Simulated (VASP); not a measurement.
Input of a VASP 6.6.1 run:

The input INCAR:

```
  ALGO = Normal
  EDIFF = 1E-6
  ENCUT = 520
  GGA = PS
  ISIF = 2
  ISMEAR = -1
  LASPH = T
  LCHARG = F
  LREAL = F
  LWAVE = F
  NBANDS = 11
  NELM = 60
  PREC = Accurate
  SIGMA = 0.1
```

The input KPOINTS:

```
k-points
0
Gamma
  14 14 14
```

File POSCAR:

```
Pt
1.0
    0.0000000000      1.9597086662      1.9597086662
    1.9597086662      0.0000000000      1.9597086662
    1.9597086662      1.9597086662      0.0000000000
Pt
1
Direct
    0.0000000000      0.0000000000      0.0000000000
```

Potentials or basis: VASP PAW PBE potentials, release 64 (Pt).

Run with:

```sh
$ cat potpaw_PBE.64/Pt/POTCAR > POTCAR
$ mpirun -np 1 vasp_std > vasp.out
```

**Question.** What does it give for the pressure?

**Answer.** -0.4 GPa.

**Question.** What does it give for the band gap on the k mesh?

**Answer.** Zero (band 5 reaches 11.63 eV, above the bottom of band 6 at 9.39 eV).

Caveat: the PAW data sets were made with another functional, which shifts forces and pressure a little; spin-orbit coupling is left out, which moves the levels of the heavy elements.
